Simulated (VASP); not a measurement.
BaTiO3, 10 atoms in the cell. Symmetry: R3m, No. 160, trigonal system. Conventional cell: a = 5.655 Å, b = 5.655 Å, c = 6.953 Å, α = 90.00°, β = 90.00°, γ = 120.00°. Ba (site symmetry 3m) has 12 O at 2.79 to 2.88 Å and 8 Ti at 3.38 to 3.57 Å within 3.7 Å. Within 2.5 Å of Ti (site symmetry 3m) lie 6 O at 1.88 to 2.14 Å. Within 2.5 Å of O (site symmetry m) lie 2 Ti at 1.88 to 2.14 Å. O (site symmetry m) has 2 Ti at 1.88 to 2.14 Å within 2.5 Å. 

| Property | Result |
| --- | --- |
| Program | VASP 6.6.1 |
| Task | single point |
| Functional | LDA |
| Potentials or basis | VASP PAW LDA potentials, release 64 (Ba_sv, Ti_sv, O) |
| Cutoff | 600 eV |
| k mesh | 6 × 6 × 3 |
| Occupations | gaussian, width 0.02 eV |
| Spin | collinear spin |
| Starting moments | [0.0, 0.0, 1.0, -1.0, 0.0, 0.0, 0.0, 0.0, 0.0, 0.0] μB |
| Dipole correction | no |
| Further INCAR settings | ALGO = Normal; EDIFF = 1e-06; NBANDS = 55 |

Potentials or basis: VASP PAW LDA potentials, release 64 (Ba_sv, Ti_sv, O).

Command:

```console
$ cat potpaw_LDA.64/Ba_sv/POTCAR potpaw_LDA.64/Ti_sv/POTCAR potpaw_LDA.64/O/POTCAR > POTCAR
$ mpirun -np 1 vasp_std > vasp.out
```

Hardware: 1 thread of Oxide Virtual Turin-like Processor, with other jobs on the host.

Question: Estimate the wall time of this run.

Answer: Wall time 10 min on 1 thread of Oxide Virtual Turin-like Processor (shared host), peak memory 0.47 GiB. Counts: scf iterations 16, k points 34.
